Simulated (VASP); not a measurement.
# BaS (I4/mmm) in VASP: notebook

The runs below take BaS through single point, with r2SCAN.

Everything below comes from runs of VASP 6.6.1. Logs are shortened: lines on timing, memory, paths and dates and some standing lists are left out, and cuts for length are marked.

## (1) The cell of the first run

Symmetry: I4/mmm, No. 139, tetragonal system. The conventional cell has a = 4.498 Å, b = 4.498 Å, c = 6.464 Å, α = 90.00°, β = 90.00°, γ = 90.00°. Ba (site symmetry 4/mmm) has 6 S at 3.18 to 3.23 Å within 4.2 Å. Within 4.2 Å of S (site symmetry 4/mmm) lie 6 Ba at 3.18 to 3.23 Å.

## (2) Single point, r2SCAN (in-plane strain -0.01)

File POSCAR:

```
BaS
1.0
    3.1805694898      3.1805694898      0.0000000000
   -3.1805694898      3.1805694898      0.0000000000
    0.0000000000      3.1805694898      3.2319726330
Ba S
1 1
Direct
    0.0000000000      0.0000000000      0.0000000000
    0.5000000000      0.5000000000      0.0000000000
```

File INCAR.step1:

```
PREC = Accurate
ENCUT = 520
ISMEAR = 0
SIGMA = 0.01
LREAL = False
LASPH = True
NELM = 100
NBANDS = 15
GGA = PE
ALGO = Normal
EDIFF = 1E-4
LWAVE = True
LCHARG = False
```

File INCAR.step2:

```
PREC = Accurate
ENCUT = 520
EDIFF = 1E-6
ISMEAR = 0
SIGMA = 0.01
LREAL = False
LASPH = True
NELM = 100
ALGO = Normal
ISIF = 2
LWAVE = False
LCHARG = True
METAGGA = R2SCAN
LMIXTAU = True
LELF = True
LVHAR = True
NBANDS = 15
ISTART = 1
```

File KPOINTS:

```
Automatic mesh
0
Gamma
  6 6 6
```

Potentials or basis: VASP PAW PBE potentials, release 64 (Ba_sv, S).

Started as:

```console
cat potpaw_PBE.64/Ba_sv/POTCAR potpaw_PBE.64/S/POTCAR > POTCAR
cp INCAR.step1 INCAR
mpirun -np 1 vasp_std > vasp.out
cp INCAR.step2 INCAR
mpirun -np 1 vasp_std > vasp.out
```

OUTCAR:

```text
PREC = Accurate
   ENCUT = 520
   EDIFF = 1E-6
   ISMEAR = 0
   LREAL = False
   LASPH = True
   NELM = 100
   ISIF = 2
   METAGGA = R2SCAN
   ISTART = 1

 ion  position               nearest neighbor table
   1  0.000  0.000  0.000-   2 3.18   2 3.18   2 3.18   2 3.18   2 3.23   2 3.23
   2  0.500  0.500  0.000-   1 3.18   1 3.18   1 3.18   1 3.18   1 3.23   1 3.23

  LATTYP: Found a body centered tetragonal cell.
 ALAT       =     4.4980045085
 C/A-ratio  =     1.4370695391

  Lattice vectors:

 A1 = (   3.1805694898,   0.0000000000,  -3.2319726330)
 A2 = (  -3.1805694898,   0.0000000000,  -3.2319726330)
 A3 = (   0.0000000000,   3.1805694898,   3.2319726330)

Analysis of symmetry for initial positions (statically):
=====================================================================
 Subroutine PRICEL returns:
 Original cell was already a primitive cell.

 Routine SETGRP: Setting up the symmetry group for a
 body centered tetragonal supercell.

 Subroutine GETGRP returns: Found 16 space group operations
 (whereof 16 operations were pure point group operations)
 out of a pool of 16 trial point group operations.

The static configuration has the point symmetry D_4h.

Analysis of symmetry for dynamics (positions and initial velocities):
=====================================================================
 Subroutine PRICEL returns:
 Original cell was already a primitive cell.

 Routine SETGRP: Setting up the symmetry group for a
 body centered tetragonal supercell.

 Subroutine GETGRP returns: Found 16 space group operations
 (whereof 16 operations were pure point group operations)
 out of a pool of 16 trial point group operations.

The dynamic configuration has the point symmetry D_4h.

 Subroutine INISYM returns: Found 16 space group operations
 (whereof 16 operations are pure point group operations),
 and found     1 'primitive' translations

----------------------------------------------------------------------------------------

                                     Primitive cell

  volume of cell :      65.3894

  direct lattice vectors                    reciprocal lattice vectors
     3.180569490  3.180569490  0.000000000     0.157204551  0.157204551 -0.154704280
    -3.180569490  3.180569490  0.000000000    -0.157204551  0.157204551 -0.154704280
     0.000000000  3.180569490  3.231972633     0.000000000  0.000000000  0.309408561

  length of vectors
     4.498004509  4.498004509  4.534497699     0.270850432  0.270850432  0.309408561

  position of ions in fractional coordinates (direct lattice)
     0.000000000  0.000000000  0.000000000
     0.500000000  0.500000000  0.000000000

  ion indices of the primitive-cell ions
   primitive index   ion index
                 1           1
                 2           2

----------------------------------------------------------------------------------------

 KPOINTS: Automatic mesh

Automatic generation of k-mesh.
 Grid dimensions read from file:
 generate k-points for:    6    6    6

 Generating k-lattice:

  Cartesian coordinates                     Fractional coordinates (reciprocal lattice)
     0.026200759  0.026200759 -0.025784047     0.166666667  0.000000000 -0.000000000
    -0.026200759  0.026200759 -0.025784047     0.000000000  0.166666667 -0.000000000
     0.000000000  0.000000000  0.051568093     0.000000000  0.000000000  0.166666667

  Length of vectors
     0.045141739  0.045141739  0.051568093

  Shift w.r.t. Gamma in fractional coordinates (k-lattice)
     0.000000000  0.000000000  0.000000000

 Subroutine IBZKPT returns following result:
 ===========================================

 Found     30 irreducible k-points:

 Following reciprocal coordinates:
            Coordinates               Weight
  0.000000  0.000000  0.000000      1.000000
  0.166667  0.000000 -0.000000      8.000000
  0.333333  0.000000  0.000000      8.000000
  0.500000  0.000000  0.000000      4.000000
  0.166667  0.166667 -0.000000      8.000000
  0.333333  0.166667  0.000000     16.000000
[... 16 lines left out ...]
 -0.333333 -0.333333  0.166667      4.000000
 -0.166667 -0.333333  0.166667     16.000000
 [... further k-points ...]
   k-points           NKPTS =     30   k-points in BZ     NKDIM =     30   number of bands    NBANDS=     15
   number of dos      NEDOS =    301   number of ions     NIONS =      2
   total plane-waves  NPLWV =  46656
   dimension x,y,z NGX =    36 NGY =   36 NGZ =   36
   dimension x,y,z NGXF=    72 NGYF=   72 NGZF=   72
   ions per type =               1   1
   NGX,Y,Z   is equivalent  to a cutoff of  13.31, 13.31, 13.20 a.u.
   NGXF,Y,Z  is equivalent  to a cutoff of  26.61, 26.61, 26.40 a.u.
 SYSTEM =  unknown system
   PREC   = accura    normal or accurate (medium, high low for compatibility)
   ISTART =      1    job   : 0-new  1-cont  2-samecut
   ICHARG =      0    charge: 1-file 2-atom 10-const
   ISPIN  =      1    spin polarized calculation?
   LNONCOLLINEAR =      F non collinear calculations
   LSORBIT =      F    spin-orbit coupling
   LASPH  =      T    aspherical Exc in radial PAW
   ENCUT  =  520.0 eV  38.22 Ry    6.18 a.u.   8.36  8.36  8.43*2*pi/ulx,y,z
   NELM   =    100;   NELMIN=  2; NELMDL=  0     # of ELM steps
   EDIFF  = 0.1E-05   stopping-criterion for ELM
   LREAL  =      F    real-space projection
   EDIFFG = 0.1E-04   stopping-criterion for IOM
   NSW    =      0    number of steps for IOM
   IBRION =     -1    ionic relax: 0-MD 1-quasi-New 2-CG
   NFREE  =      0    steps in history (QN), initial steepest desc. (CG)
   ISIF   =      2    stress and relaxation
   ISYM   =      2    0-nonsym 1-usesym 2-fastsym
   POTIM  = 0.5000    time-step for ionic-motion
   TEBEG  =    0.0;   TEEND  =   0.0 temperature during run
   PSTRESS=    0.0 pullay stress
   NELECT =      16.0000    total number of electrons
   NUPDOWN=      -1.0000    fix difference up-down
   EMIN   =  10.00;   EMAX   =-10.00  energy-range for DOS
   EFERMI =   0.00;   METHOD = LEGACY
   ISMEAR =     0;   SIGMA  =   0.01  broadening in eV -4-tet -1-fermi 0-gaus
   EFERMI_NEDOS =   21; number of points for ismear=-14 and -15
   IALGO  =     38    algorithm
   IMIX   =      4    mixing-type and parameters
     AMIX     =   0.40;   BMIX     =  1.00
     AMIX_MAG =   1.60;   BMIX_MAG =  1.00
  volume/ion in A,a.u.               =      32.69       220.63
  Fermi-wavevector in a.u.,A,eV,Ry     =   1.023951  1.934986 14.265366  1.048475
  Thomas-Fermi vector in A             =   2.157712
   LORBIT       =      0    0 simple, 1 ext, 2 COOP (PROOUT), +10 PAW based schemes
   METAGGA = R2SCAN    functional components
   LHFCALC =     F    Hartree Fock is set to
   AEXX    =    0.0000 exact exchange contribution
   IVDW    =     0    specifies the selected vdW correction
   LEPSILON=     F    determine dielectric tensor
   LRPA    =     F    only Hartree local field effects (RPA)
 non-spin polarized calculation
 Gauss-broadening in eV      SIGMA  =   0.01
  energy-cutoff  :      520.00
  volume of cell :       65.39
 maximum number of plane-waves:      1809
 NGX is ok and might be reduce to    36
   NGX = 17   NGY = 17   NGZ = 17

 number of electron      16.0000001 magnetization

 Free energy of the ion-electron system (eV)
  ---------------------------------------------------
  ext. energy  EPLUGINS =         0.00000000
  ---------------------------------------------------
  free energy    TOTEN  =       -39.19701540 eV

  energy without entropy =      -39.19701540  energy(sigma->0) =      -39.19701540

 E-fermi :   1.2661     XC(G=0):  -9.0634

 val. band max:        1.2191220608   @ k =   0.0000   0.0000   0.0000
 cond. band min:       3.6657150985   @ k =   0.5000   0.5000   0.0000
 fundamental gap:      2.4465930377
 Fermi energy:         1.2661415905

 k-point     1 :       0.0000    0.0000    0.0000
  band No.  band energies     occupation
      1     -25.6217      2.00000
      2     -10.2570      2.00000
      3     -10.2551      2.00000
      4     -10.2551      2.00000
      5      -9.5917      2.00000
      6       1.1661      2.00000
      7       1.2191      2.00000
      8       1.2191      2.00000
      9       5.3885      0.00000
     10       5.4335      0.00000
     11       5.5454      0.00000
     12       5.5454      0.00000
     13       6.5114      0.00000
     14       6.5890      0.00000
     15      10.3929      0.00000

 k-point     2 :       0.1667    0.0000   -0.0000
  band No.  band energies     occupation
      1     -25.6102      2.00000
      2     -10.7556      2.00000
      3     -10.2674      2.00000
      4     -10.2619      2.00000
      5      -9.0657      2.00000
      6       0.5767      2.00000
      7       0.8573      2.00000
      8       0.8773      2.00000
      9       5.5479      0.00000
     10       5.9039      0.00000
     11       5.9581      0.00000
     12       6.3280      0.00000
     13       7.2921      0.00000
     14       7.3920      0.00000
     15      11.4869      0.00000

 k-point     3 :       0.3333    0.0000    0.0000
  band No.  band energies     occupation
      1     -25.5870      2.00000
      2     -11.2767      2.00000
      3     -10.2891      2.00000
      4     -10.2753      2.00000
      5      -8.4877      2.00000
      6      -0.3336      2.00000
      7       0.3413      2.00000
      8       0.3423      2.00000
      9       6.0997      0.00000
     10       7.0492      0.00000
     11       7.0612      0.00000
     12       7.7637      0.00000
     13       9.0626      0.00000
     14       9.2240      0.00000
     15      12.2331      0.00000

 k-point     4 :       0.5000    0.0000    0.0000
  band No.  band energies     occupation
      1     -25.5753      2.00000
      2     -11.4708      2.00000
      3     -10.2998      2.00000
      4     -10.2818      2.00000
      5      -8.2622      2.00000
      6      -0.7079      2.00000
      7       0.1187      2.00000
      8       0.1286      2.00000
      9       7.2237      0.00000
     10       7.3262      0.00000
     11       8.0235      0.00000
     12       8.0646      0.00000
     13      10.6828      0.00000
     14      10.7026      0.00000
     15      10.7788      0.00000
[... 307 lines left out ...]
 k-point    22 :      -0.1667    0.5000    0.1667
  band No.  band energies     occupation
      1     -25.5721      2.00000
      2     -11.1307      2.00000
      3     -10.4645      2.00000
      4     -10.3619      2.00000
      5      -8.7176      2.00000
      6      -0.0917      2.00000
      7       0.3780      2.00000
      8       0.7640      2.00000
      9       5.0909      0.00000
     10       7.2048      0.00000
     11       7.9721      0.00000
     12       8.2063      0.00000
     13       9.2182      0.00000
     14      10.7091      0.00000
     15      11.1651      0.00000

 k-point    23 :      -0.3333   -0.3333    0.1667
  band No.  band energies     occupation
      1     -25.5612      2.00000
      2     -10.7888      2.00000
      3     -10.6653      2.00000
      4     -10.5173      2.00000
      5      -9.0113      2.00000
      6       0.3083      2.00000
      7       0.6960      2.00000
      8       0.7726      2.00000
      9       4.8044      0.00000
     10       7.2576      0.00000
     11       7.9437      0.00000
     12       8.8450      0.00000
     13       9.1865      0.00000
     14      10.3836      0.00000
     15      11.6112      0.00000

 k-point    24 :      -0.1667   -0.3333    0.1667
  band No.  band energies     occupation
      1     -25.5653      2.00000
      2     -11.1051      2.00000
      3     -10.5201      2.00000
      4     -10.4280      2.00000
      5      -8.7215      2.00000
      6      -0.0793      2.00000
      7       0.4862      2.00000
      8       0.5654      2.00000
      9       6.1225      0.00000
     10       6.2292      0.00000
     11       8.4073      0.00000
     12       8.7110      0.00000
     13       9.2112      0.00000
     14      11.1209      0.00000
     15      11.5704      0.00000

 [... further k-points ...]
[... 5 lines left out ...]
  --------------------------------------------------------------------------------------
  -------------------------------------------------------------------------------------
  Total        0.7160618      0.7160618      0.1142044      0.0000000      0.0000000      0.0000000
  in kB       17.5450099     17.5450099      2.7982472      0.0000000      0.0000000      0.0000000
  external PRESSURE =      12.6294223 kB  Pullay stress =       0.0000000 kB

 VOLUME and BASIS-vectors are now :
 -----------------------------------------------------------------------------
  energy-cutoff  :      520.00
  volume of cell :       65.39
      direct lattice vectors                 reciprocal lattice vectors
     3.180569490  3.180569490  0.000000000     0.157204551  0.157204551 -0.154704280
    -3.180569490  3.180569490  0.000000000    -0.157204551  0.157204551 -0.154704280
     0.000000000  3.180569490  3.231972633     0.000000000  0.000000000  0.309408561

 POSITION                                       TOTAL-FORCE (eV/Angst)
 -----------------------------------------------------------------------------------
      0.00000      0.00000      0.00000        -0.000000     -0.000000      0.000000
      0.00000      3.18057      0.00000         0.000000      0.000000      0.000000
 -----------------------------------------------------------------------------------
    total drift:                               -0.000000      0.000000     -0.000000

  FREE ENERGIE OF THE ION-ELECTRON SYSTEM (eV)
  ---------------------------------------------------
  free  energy   TOTEN  =       -39.1970153983 eV

  energy  without entropy=      -39.1970153983  energy(sigma->0) =      -39.19701540
```

Run time: 89 s. Hardware: 1 thread of AMD EPYC 9R45 (Zen 5), shared host; peak memory 0.19 GiB.

Results:

| Quantity | Value |
| --- | --- |
| Free energy | -39.1970 eV |
| Pressure | 1.3 GPa |
| Band gap on the k mesh | 2.45 eV (least direct gap 2.58 eV) |

Stress tensor (GPa, compression positive):
```
1.75 0.00 0.00
0.00 1.75 0.00
0.00 0.00 0.28
```

Caveat: the cell differs from its parent crystal (in-plane strain -0.01); the PAW data sets were made with another functional, which shifts forces and pressure a little; spin-orbit coupling is left out, which moves the levels of the heavy elements. A k mesh can miss the band edges.

## (3) Single point, r2SCAN (in-plane strain -0.005, then relaxed in part)

File POSCAR:

```
BaS
1.0
    3.1966329720      3.1966329720      0.0000000000
   -3.1966329720      3.1966329720      0.0000000000
    0.0000000000      3.1966329720      3.2183892161
Ba S
1 1
Direct
    0.0000000000      0.0000000000      0.0000000000
    0.5000000000      0.5000000000      0.0000000000
```

File INCAR.step1:

```
ALGO = Normal ; EDIFF = 1E-4
ENCUT = 520 ; GGA = PE
ISMEAR = 0 ; LASPH = T
LCHARG = F ; LREAL = F
LWAVE = T ; NBANDS = 15
NELM = 80 ; PREC = Accurate
SIGMA = 0.01
```

File INCAR.step2:

```
ALGO = Normal ; EDIFF = 1E-6
ENCUT = 520 ; ISIF = 2
ISMEAR = 0 ; ISTART = 1
LASPH = T ; LCHARG = F
LMIXTAU = T ; LREAL = F
LWAVE = F ; METAGGA = R2SCAN
NBANDS = 15 ; NELM = 80
PREC = Accurate ; SIGMA = 0.01
```

File KPOINTS:

```
k-points
0
Gamma
  6 6 6
```

Potentials or basis: VASP PAW PBE potentials, release 64 (Ba_sv, S).

Started as:

```console
cat potpaw_PBE.64/Ba_sv/POTCAR potpaw_PBE.64/S/POTCAR > POTCAR
cp INCAR.step1 INCAR
mpirun -np 1 vasp_std > vasp.out
cp INCAR.step2 INCAR
mpirun -np 1 vasp_std > vasp.out
```

OUTCAR:

```text
EDIFF = 1E-6
   ENCUT = 520
   ISIF = 2
   ISMEAR = 0
   ISTART = 1
   LASPH = T
   LREAL = F
   METAGGA = R2SCAN
   NELM = 80
   PREC = Accurate

 ion  position               nearest neighbor table
   1  0.000  0.000  0.000-   2 3.20   2 3.20   2 3.20   2 3.20   2 3.22   2 3.22
   2  0.500  0.500  0.000-   1 3.20   1 3.20   1 3.20   1 3.20   1 3.22   1 3.22

  LATTYP: Found a body centered tetragonal cell.
 ALAT       =     4.5207217029
 C/A-ratio  =     1.4238386822

  Lattice vectors:

 A1 = (   3.1966329720,   0.0000000000,  -3.2183892161)
[... 612 lines left out ...]
     12       8.6683      0.00000
     13       9.1629      0.00000
     14      11.0637      0.00000
     15      11.4321      0.00000

 [... further k-points ...]
[... 5 lines left out ...]
  --------------------------------------------------------------------------------------
  -------------------------------------------------------------------------------------
  Total        0.4739966      0.4739966      0.2215173      0.0000000      0.0000000      0.0000000
  in kB       11.5460031     11.5460031      5.3959026      0.0000000      0.0000000      0.0000000
  external PRESSURE =       9.4959696 kB  Pullay stress =       0.0000000 kB

 VOLUME and BASIS-vectors are now :
 -----------------------------------------------------------------------------
  energy-cutoff  :      520.00
  volume of cell :       65.77
      direct lattice vectors                 reciprocal lattice vectors
     3.196632972  3.196632972  0.000000000     0.156414579  0.156414579 -0.155357220
    -3.196632972  3.196632972  0.000000000    -0.156414579  0.156414579 -0.155357220
     0.000000000  3.196632972  3.218389216     0.000000000  0.000000000  0.310714439

 POSITION                                       TOTAL-FORCE (eV/Angst)
 -----------------------------------------------------------------------------------
      0.00000      0.00000      0.00000         0.000000      0.000000      0.000000
      0.00000      3.19663      0.00000         0.000000     -0.000000      0.000000
 -----------------------------------------------------------------------------------
    total drift:                               -0.000000      0.000000     -0.000000

  FREE ENERGIE OF THE ION-ELECTRON SYSTEM (eV)
  ---------------------------------------------------
  free  energy   TOTEN  =       -39.2023315417 eV

  energy  without entropy=      -39.2023315417  energy(sigma->0) =      -39.20233154
```

OUTCAR.step1:

```text
EDIFF = 1E-4
   ENCUT = 520
   GGA = PE
   ISMEAR = 0
   LASPH = T
[... 654 lines left out ...]
 -----------------------------------------------------------------------------------
      0.00000      0.00000      0.00000         0.000000      0.000000      0.000000
      0.00000      3.19663      0.00000         0.000000     -0.000000      0.000000
 -----------------------------------------------------------------------------------
    total drift:                               -0.000000      0.000000     -0.000000

  FREE ENERGIE OF THE ION-ELECTRON SYSTEM (eV)
  ---------------------------------------------------
  free  energy   TOTEN  =       -10.1888155766 eV

  energy  without entropy=      -10.1888155766  energy(sigma->0) =      -10.18881558
```

It took 88 s on 1 thread of AMD EPYC 9R45 (Zen 5), shared host; peak memory 0.19 GiB.

Results:

```
Free energy            : -39.2023 eV
Pressure               : 0.9 GPa
Band gap on the k mesh : 2.47 eV (least direct gap 2.61 eV)
```

Stress tensor (GPa, compression positive):
```
1.15 0.00 0.00
0.00 1.15 0.00
0.00 0.00 0.54
```

Caveat: the cell differs from its parent crystal (in-plane strain -0.005, then relaxed in part); the PAW data sets were made with another functional, which shifts forces and pressure a little; spin-orbit coupling is left out, which moves the levels of the heavy elements.

[end of part 1 of 2]
